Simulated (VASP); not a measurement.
Hf2ClO4, 7 atoms in the cell. The cell holds a slab with vacuum, 7 atoms: a = 3.587 Å, b = 3.587 Å, c = 21.461 Å, α = 90.00°, β = 90.00°, γ = 120.00°. 

| Property | Result |
| --- | --- |
| Program | VASP 6.6.1 |
| Task | single point |
| Functional | PBE |
| Dispersion | D3(BJ) |
| Potentials or basis | VASP PAW PBE potentials, release 64 (O, Hf_pv, Cl) |
| Cutoff | 520 eV |
| k mesh | 9 × 9 × 1 |
| Occupations | gaussian, width 0.05 eV |
| Spin | collinear spin |
| Starting moments | [0.0, 0.0, 0.0, 0.0, 0.0, 0.0, 1.0] μB |
| Dipole correction | yes |
| Further INCAR settings | ALGO = Normal; EDIFF = 1e-06; NBANDS = 38; NELMDL = -8 |

Potentials or basis: VASP PAW PBE potentials, release 64 (O, Hf_pv, Cl).

Command:

```bash
$ cat potpaw_PBE.64/O/POTCAR potpaw_PBE.64/Hf_pv/POTCAR potpaw_PBE.64/Cl/POTCAR > POTCAR
$ mpirun -np 1 vasp_std > vasp.out
```

Hardware: 1 thread of Oxide Virtual Turin-like Processor, on a shared host.

Problem. Estimate the wall time of this run.

Solution. Wall time 13 min on 1 thread of Oxide Virtual Turin-like Processor (shared host), peak memory 0.51 GiB. Counts: scf iterations 34, k points 12.
